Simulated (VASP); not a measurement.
Slab: Br, a slab with vacuum.

```xyz
2
Lattice="11.0000 0.0000 0.0000 0.0000 11.5000 0.0000 0.0000 0.0000 12.0000" Properties=species:S:1:pos:R:3 pbc="T T T"
Br    5.5000    5.7500    4.8579
Br    5.5000    5.7500    7.1421
```

Base run:

```yaml
Program: VASP 6.6.1
Functional: HSE06
Potentials_or_basis: VASP PAW PBE potentials, release 64 (Br)
Cutoff: 520 eV
k_mesh: 1 × 1 × 1
Occupations: fermi-dirac, width 0.05 eV
Spin: no spin polarisation
```

Its results: band gap on the k mesh 3.71 eV; largest force 0.163 eV/Å.

**Question.** The run is repeated on the same cell with these changes: functional from HSE06 to r2SCAN. What comes out?

**Answer.** Band gap on the k mesh 2.64 eV; largest force 0.049 eV/Å.

HSE06 gives the wider gap, since exact exchange removes part of the self-interaction.

Caveats: the PAW data sets were made with another functional, which shifts forces and pressure a little.

A k mesh can miss the band edges.
